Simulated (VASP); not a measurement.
Crystal: Co.

```
CELL_PARAMETERS angstrom
2.48837 0.00000 0.00000
-1.24419 2.15499 0.00000
0.00000 0.00000 4.04777
ATOMIC_POSITIONS crystal
Co 0.66667 0.33333 0.75000
Co 0.33333 0.66667 0.25000
```

This cell differs from its parent crystal: volume scaled by 1.02.

Base run:

```yaml
Program: VASP 6.6.1
Functional: LDA
Potentials_or_basis: VASP PAW LDA potentials, release 64 (Co)
Cutoff: 520 eV
k_mesh: 12 × 12 × 7
Occupations: fermi-dirac, width 0.05 eV
Spin: collinear spin, ferromagnetic start
Starting_moments: "[2.0, 2.0] μB"
```

Its results: pressure -19.2 GPa; net moment 3.06 μB per cell; site moments Co +1.53 μB.

Q: The run is repeated on the same cell with these changes: functional from LDA to PBEsol; potentials or basis from VASP PAW LDA potentials, release 64 (Co) to VASP PAW PBE potentials, release 64 (Co). What comes out?

A: Pressure -10.4 GPa; net moment 3.23 μB per cell; site moments Co +1.63 μB.

Caveats: the PAW data sets were made with another functional, which shifts forces and pressure a little (some runs).
